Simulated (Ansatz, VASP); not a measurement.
Ti: VASP beside Ansatz

File INCAR:

```
PREC = Accurate
ENCUT = 520
EDIFF = 1E-7
ISMEAR = 0
SIGMA = 0.15
LREAL = False
LASPH = True
NELM = 60
ALGO = Fast
ISIF = 2
LWAVE = False
LCHARG = False
GGA = PS
NBANDS = 12
```

The input KPOINTS:

```
regular mesh
0
Gamma
  20 20 20
```

Contents of POSCAR:

```
Ti
1.0
    0.0000000000      2.0300000000      2.2963360000
    2.0300000000      0.0000000000      2.2963360000
    2.0300000000      2.0300000000      0.0000000000
Ti
1
Direct
    0.0000000000      0.0000000000      0.0000000000
```

Input for Ansatz:

```yaml
crystal:
  lattice:
    - [0.0, 2.03, 2.296336]
    - [2.03, 0.0, 2.296336]
    - [2.03, 2.03, 0.0]
  atoms:
    - { symbol: Ti, position: [0.0, 0.0, 0.0] }
basis:
  ecutwfc: 420
kpoints:
  mp_grid: { grid: [20, 20, 20] }
hamiltonian:
  xc: pbesol
scf:
  occupations: { method: gaussian, width: 0.15 }
output:
  forces: true
  stress: true
  eigenvalues: true
```

Change from the starting cell: strain +0.1312 x Voigt [0, 0, 1, 0, 0, 0], atoms carried along.

Alike in both runs: task single point; functional PBEsol; k mesh 20 × 20 × 20; occupations gaussian, width 0.15 eV; no spin polarisation.

|  | VASP | Ansatz |
| --- | --- | --- |
| version | VASP 6.6.1 | Ansatz 0.2.0 |
| potentials or method | VASP PAW PBE potentials, release 64 (Ti_sv), cutoff 520 eV | scalar-relativistic, plane waves, PAW |
| valence electrons in the cell | 12 | 12 |

Ansatz gave:

| Item | Value |
| --- | --- |
| gap on the k mesh at the Fermi level (eV) | none |
| pressure (GPa) | -11.7 |
| traceless stress, the component that is largest in VASP (GPa) | -2.56 |

Problem. What did VASP give for the same quantities?

Solution. gap on the k mesh at the Fermi level (eV): none; pressure (GPa): -11.8; traceless stress, the component that is largest in VASP (GPa): -2.55.

VASP's potentials were made for PBE, not for PBEsol. A gap of «none» marks a metal or a gap that the smearing closes.
